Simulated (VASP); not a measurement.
A run of VASP 6.6.1 is set up as follows.

The input POSCAR:

```
Al
1.0
    0.0000000000      2.0514502267      2.0514502267
    2.0514502267      0.0000000000      2.0514502267
    2.0514502267      2.0514502267      0.0000000000
Al
1
Direct
    0.0000000000      0.0000000000      0.0000000000
```

INCAR.step1

```
SYSTEM = Al
PREC = Accurate ; ENCUT = 520
EDIFF = 1E-5 ; ISMEAR = -1
SIGMA = 0.05 ; LREAL = .FALSE.
LASPH = .TRUE. ; NELM = 80
ALGO = Normal ; ISIF = 2
LWAVE = .TRUE. ; LCHARG = .FALSE.
NBANDS = 8 ; GGA = PE
```

File INCAR.step2:

```
SYSTEM = Al
PREC = Accurate ; ENCUT = 520
EDIFF = 1E-6 ; ISMEAR = -1
SIGMA = 0.05 ; LREAL = .FALSE.
LASPH = .TRUE. ; NELM = 80
ALGO = Normal ; ISIF = 2
LWAVE = .FALSE. ; LCHARG = .FALSE.
GGA = PE ; LHFCALC = .TRUE.
AEXX = 0.25 ; HFSCREEN = 0.3
PRECFOCK = Normal ; NBANDS = 8
ISTART = 1
```

File KPOINTS:

```
regular mesh
0
G
  6 6 6
  0 0 0
```

Potentials or basis: VASP PAW PBE potentials, release 64 (Al).

Run with:

```bash
$ cat potpaw_PBE.64/Al/POTCAR > POTCAR
$ cp INCAR.step1 INCAR
$ mpirun -np 1 vasp_std > vasp.out
$ cp INCAR.step2 INCAR
$ mpirun -np 1 vasp_std > vasp.out
```

(1) What does it give for the pressure?

Answers

(1) -3.5 GPa.

Caveat: the k points lie up to 0.44 Å⁻¹ apart; the PAW data sets were made with another functional, which shifts forces and pressure a little.
